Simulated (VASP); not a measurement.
Set up this calculation in VASP 6.6.1, as the native input.

```
Task                   : single point
Functional             : r2SCAN
Potentials or basis    : VASP PAW PBE potentials, release 64 (Mg, S, Zn)
Cutoff                 : 520 eV
k mesh                 : 6 × 6 × 6
Occupations            : gaussian, width 0.01 eV
Spin                   : no spin polarisation
Dipole correction      : no
Further INCAR settings : ALGO = Normal; EDIFF = 1e-06; NBANDS = 31
```

Mg3ZnS4:

```
Mg S Zn
1.0
    -2.77042    2.77042    5.53137
     2.77042   -2.77042    5.53137
     2.77042    2.77042   -5.53137
Mg S Zn
3 4 1
Cartesian
  0.0000 2.7704 2.7657
  0.0000 0.0000 5.5314
  2.7704 0.0000 2.7657
  1.4274 -1.4274 4.1826
  1.4274 1.4274 6.8801
  -1.4274 1.4274 4.1826
  1.3430 1.3430 1.3487
  0.0000 0.0000 0.0000
```

The input as run:

POSCAR

```
Mg3ZnS4
1.0
   -2.7704208201      2.7704208201      5.5313747737
    2.7704208201     -2.7704208201      5.5313747737
    2.7704208201      2.7704208201     -5.5313747737
Mg S Zn
3 4 1
Direct
    0.7500000000      0.2500000000      0.5000000000
    0.5000000000      0.5000000000      0.0000000000
    0.2500000000      0.7500000000      0.5000000000
    0.1204653365      0.6357018830      0.0000000000
    0.8795346635      0.8795346635      0.5152365466
    0.6357018830      0.1204653365      0.0000000000
    0.3642981170      0.3642981170      0.4847634534
    0.0000000000      0.0000000000      0.0000000000
```

INCAR.step1

```
ALGO = Normal
EDIFF = 1E-4
ENCUT = 520
GGA = PE
ISMEAR = 0
LASPH = T
LCHARG = F
LREAL = F
LWAVE = T
NBANDS = 31
NELM = 60
PREC = Accurate
SIGMA = 0.01
```

INCAR.step2

```
ALGO = Normal
EDIFF = 1E-6
ENCUT = 520
ISIF = 2
ISMEAR = 0
ISTART = 1
LASPH = T
LCHARG = F
LMIXTAU = T
LREAL = F
LWAVE = F
METAGGA = R2SCAN
NBANDS = 31
NELM = 60
PREC = Accurate
SIGMA = 0.01
```

KPOINTS

```
k-points
0
Gamma
  6 6 6
```

Potentials or basis: VASP PAW PBE potentials, release 64 (Mg, S, Zn).

Launch:

```sh
$ cat potpaw_PBE.64/Mg/POTCAR potpaw_PBE.64/S/POTCAR potpaw_PBE.64/Zn/POTCAR > POTCAR
$ cp INCAR.step1 INCAR
$ mpirun -np 1 vasp_std > vasp.out
$ cp INCAR.step2 INCAR
$ mpirun -np 1 vasp_std > vasp.out
```

Results of the run:

```
Pressure               : 1.9 GPa
Largest force          : 0.039 eV/Å
Band gap on the k mesh : 3.87 eV
```

Caveat: the PAW data sets were made with another functional, which shifts forces and pressure a little.

Wall time 27 min on 1 thread of Intel Xeon 8259CL, with other jobs on the host, peak memory 0.49 GiB.
